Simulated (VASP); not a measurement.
# ZnS (I-4m2) in VASP: notebook, part 2 of 2

VASP 6.6.1.

**4. Electric field gradients, PBEsol (zz strain of -1 %)**

File INCAR:

```
PREC     = Accurate       # precision mode
ENCUT    = 520            # plane-wave cutoff, eV
EDIFF    = 1E-8           # SCF threshold, eV
ISMEAR   = -1             # smearing method
SIGMA    = 0.01           # smearing width, eV
LREAL    = F              # projectors in reciprocal space
LASPH    = T              # aspherical terms in the spheres
NELM     = 80             # most SCF steps
ALGO     = Normal         # electronic algorithm
ISIF     = 2              # what is computed and relaxed
LWAVE    = F              # write WAVECAR
LCHARG   = F              # write CHGCAR
GGA      = PS             # functional
LEFG     = T            
NBANDS   = 16             # bands
```

File KPOINTS:

```
regular mesh
0
Gamma
  9 9 9
```

File POSCAR:

```
ZnS
1.0
    0.0000000000      2.7046500000      2.6776035000
    2.7046500000      0.0000000000      2.6776035000
    2.7046500000      2.7046500000      0.0000000000
Zn S
1 1
Direct
    0.0000000000      0.0000000000      0.0000000000
    0.7500000000      0.7500000000      0.7500000000
```

Potentials or basis: VASP PAW PBE potentials, release 64 (Zn, S).

Started as:

```sh
$ cat potpaw_PBE.64/Zn/POTCAR potpaw_PBE.64/S/POTCAR > POTCAR
$ mpirun -np 1 vasp_std > vasp.out
```

OUTCAR:

```text
PREC = Accurate
   ENCUT = 520
   EDIFF = 1E-8
   ISMEAR = -1
   LREAL = F
   LASPH = T
   NELM = 80
   ISIF = 2
   GGA = PS

 ion  position               nearest neighbor table
   1  0.000  0.000  0.000-   2 2.33   2 2.33   2 2.33   2 2.33
   2  0.750  0.750  0.750-   1 2.33   1 2.33   1 2.33   1 2.33

  LATTYP: Found a body centered tetragonal cell.
 ALAT       =     3.8249527115
 C/A-ratio  =     1.4000714267

  Lattice vectors:

 A1 = (   0.0000000000,  -2.7046500000,  -2.6776035000)
 A2 = (   0.0000000000,   2.7046500000,  -2.6776035000)
 A3 = (   2.7046500000,   0.0000000000,   2.6776035000)

Analysis of symmetry for initial positions (statically):
=====================================================================
 Subroutine PRICEL returns:
 Original cell was already a primitive cell.

 Routine SETGRP: Setting up the symmetry group for a
 body centered tetragonal supercell.

 Subroutine GETGRP returns: Found  8 space group operations
 (whereof  8 operations were pure point group operations)
 out of a pool of 16 trial point group operations.

The static configuration has the point symmetry D_2d.

Analysis of symmetry for dynamics (positions and initial velocities):
=====================================================================
 Subroutine PRICEL returns:
 Original cell was already a primitive cell.

 Routine SETGRP: Setting up the symmetry group for a
 body centered tetragonal supercell.

 Subroutine GETGRP returns: Found  8 space group operations
 (whereof  8 operations were pure point group operations)
 out of a pool of 16 trial point group operations.

The dynamic configuration has the point symmetry D_2d.

 Subroutine INISYM returns: Found  8 space group operations
 (whereof  8 operations are pure point group operations),
 and found     1 'primitive' translations

----------------------------------------------------------------------------------------

                                     Primitive cell

  volume of cell :      39.1740

  direct lattice vectors                    reciprocal lattice vectors
     0.000000000  2.704650000  2.677603500    -0.184866803  0.184866803  0.186734145
     2.704650000  0.000000000  2.677603500     0.184866803 -0.184866803  0.186734145
     2.704650000  2.704650000  0.000000000     0.184866803  0.184866803 -0.186734145

  length of vectors
     3.805876000  3.805876000  3.824952711     0.321280424  0.321280424  0.321280424

  position of ions in fractional coordinates (direct lattice)
     0.000000000  0.000000000  0.000000000
     0.750000000  0.750000000  0.750000000

  ion indices of the primitive-cell ions
   primitive index   ion index
                 1           1
                 2           2

----------------------------------------------------------------------------------------

 KPOINTS: regular mesh

Automatic generation of k-mesh.
 Grid dimensions read from file:
 generate k-points for:    9    9    9
[... 70 lines left out ...]
   ISIF   =      2    stress and relaxation
   ISYM   =      2    0-nonsym 1-usesym 2-fastsym
   POTIM  = 0.5000    time-step for ionic-motion
   TEBEG  =    0.0;   TEEND  =   0.0 temperature during run
   PSTRESS=    0.0 pullay stress
   NELECT =      18.0000    total number of electrons
   NUPDOWN=      -1.0000    fix difference up-down
   EMIN   =  10.00;   EMAX   =-10.00  energy-range for DOS
   EFERMI =   0.00;   METHOD = LEGACY
   ISMEAR =    -1;   SIGMA  =   0.01  broadening in eV -4-tet -1-fermi 0-gaus
   EFERMI_NEDOS =   21; number of points for ismear=-14 and -15
   IALGO  =     38    algorithm
   IMIX   =      4    mixing-type and parameters
     AMIX     =   0.40;   BMIX     =  1.00
     AMIX_MAG =   1.60;   BMIX_MAG =  1.00
  volume/ion in A,a.u.               =      19.59       132.18
  Fermi-wavevector in a.u.,A,eV,Ry     =   1.263280  2.387253 21.713207  1.595876
  Thomas-Fermi vector in A             =   2.396645
   LORBIT       =      0    0 simple, 1 ext, 2 COOP (PROOUT), +10 PAW based schemes
   GGA     = PS    functional components
   LHFCALC =     F    Hartree Fock is set to
   AEXX    =    0.0000 exact exchange contribution
   IVDW    =     0    specifies the selected vdW correction
   LEPSILON=     F    determine dielectric tensor
   LRPA    =     F    only Hartree local field effects (RPA)
 non-spin polarized calculation
  energy-cutoff  :      520.00
  volume of cell :       39.17
 maximum number of plane-waves:      1066
   NGX = 15   NGY = 15   NGZ = 15

 number of electron      18.0000006 magnetization

 Free energy of the ion-electron system (eV)
  ---------------------------------------------------
  ext. energy  EPLUGINS =         0.00000000
  ---------------------------------------------------
  free energy    TOTEN  =        -7.58605461 eV

  energy without entropy =       -7.58605461  energy(sigma->0) =       -7.58605461

 E-fermi :   2.3300     XC(G=0):  -9.8832

 val. band max:        2.1027760661   @ k =   0.0000   0.0000   0.0000
 cond. band min:       4.0878818728   @ k =   0.0000   0.0000   0.0000
 fundamental gap:      1.9851058066
 Fermi energy:         2.3300217547

 k-point     1 :       0.0000    0.0000    0.0000
  band No.  band energies     occupation
      1     -11.1253      2.00000
      2      -4.3221      2.00000
      3      -4.3221      2.00000
      4      -4.3162      2.00000
      5      -3.8142      2.00000
      6      -3.8109      2.00000
[... 433 lines left out ...]
      3      -3.9867      2.00000
      4      -3.9867      2.00000
      5      -3.7364      2.00000
      6      -3.6467      2.00000
[... 8 lines left out ...]
     15      15.6941      0.00000
     16      17.0911      0.00000

 [... further k-points ...]

------------------------ aborting loop because EDIFF is reached ----------------------------------------

  FORCE on cell =-STRESS in cart. coord.  units (eV):
  Direction    XX          YY          ZZ          XY          YZ          ZX
  --------------------------------------------------------------------------------------
  -------------------------------------------------------------------------------------
  Total       -0.3477214     -0.3477214     -0.2454422      0.0000000      0.0000000      0.0000000
  in kB      -14.2214389    -14.2214389    -10.0383295      0.0000000      0.0000000      0.0000000
  external PRESSURE =     -12.8270691 kB  Pullay stress =       0.0000000 kB

 VOLUME and BASIS-vectors are now :
 -----------------------------------------------------------------------------
  energy-cutoff  :      520.00
  volume of cell :       39.17
      direct lattice vectors                 reciprocal lattice vectors
     0.000000000  2.704650000  2.677603500    -0.184866803  0.184866803  0.186734145
     2.704650000  0.000000000  2.677603500     0.184866803 -0.184866803  0.186734145
     2.704650000  2.704650000  0.000000000     0.184866803  0.184866803 -0.186734145

 POSITION                                       TOTAL-FORCE (eV/Angst)
 -----------------------------------------------------------------------------------
      0.00000      0.00000      0.00000        -0.000000     -0.000000     -0.000000
      4.05697      4.05697      4.01641         0.000000      0.000000      0.000000
 -----------------------------------------------------------------------------------
    total drift:                               -0.000002     -0.000002     -0.000001

  FREE ENERGIE OF THE ION-ELECTRON SYSTEM (eV)
  ---------------------------------------------------
  free  energy   TOTEN  =        -7.5860546062 eV

  energy  without entropy=       -7.5860546062  energy(sigma->0) =       -7.58605461

 Electric field gradients (V/A^2)
---------------------------------------------------------------------
 ion       V_xx      V_yy      V_zz      V_xy      V_xz      V_yz
---------------------------------------------------------------------
   1      -0.896    -0.896     1.793    -0.002    -0.003    -0.003
   2       1.001     1.001    -2.001    -0.000    -0.000    -0.000
---------------------------------------------------------------------

 Electric field gradients after diagonalization (V/A^2)
 (convention: |V_zz| > |V_xx| > |V_yy|)
----------------------------------------------------------------------
 ion       V_xx      V_yy      V_zz     asymmetry (V_yy - V_xx)/ V_zz
----------------------------------------------------------------------
   1      -0.899    -0.894     1.793       0.003
   2       1.001     1.001    -2.001       0.000
----------------------------------------------------------------------

           NMR quadrupolar parameters

 Cq : quadrupolar parameter    Cq=e*Q*V_zz/h
 eta: asymmetry parameters     (V_yy - V_xx)/ V_zz
 Q  : nuclear electric quadrupole moment in mb (millibarn)
----------------------------------------------------------------------
 ion       Cq(MHz)       eta       Q (mb)
----------------------------------------------------------------------
   1       0.004       0.003       1.000
   2      -0.005       0.000       1.000
----------------------------------------------------------------------
```

It took 70 s on 1 thread of Intel Xeon 8259CL, shared host; peak memory 0.18 GiB.

Results:

```
Free energy                             : -7.5861 eV
Pressure                                : -1.3 GPa
Band gap on the k mesh                  : 1.99 eV
Largest electric field gradient by atom : Zn +1.8; S -2.0 V/Å²
```

Levels at points of the mesh, in eV from the valence-band top:
| k point | band 5 | band 6 | band 7 | band 8 | band 9 | band 10 | band 11 | band 12 | band 13 | band 14 |
| --- | --- | --- | --- | --- | --- | --- | --- | --- | --- | --- |
| (0.00, 0.00, 0.00) | -5.92 | -5.91 | -0.03 | -0.03 | 0.00 | 1.99 | 6.28 | 6.28 | 6.28 | 11.64 |

Electric field gradients, principal values (V/Å²):
| atom | least | middle | greatest (by size) |
| --- | --- | --- | --- |
| 1 Zn | -0.894 | -0.899 | 1.793 |
| 2 S | 1.001 | 1.001 | -2.001 |

Caveat: the cell differs from its parent crystal (zz strain of -1 %); without QUAD_EFG the Cq values of the log hold for a quadrupole moment of 1 mb, not for the nuclei; the PAW data sets were made with another functional, which shifts forces and pressure a little.
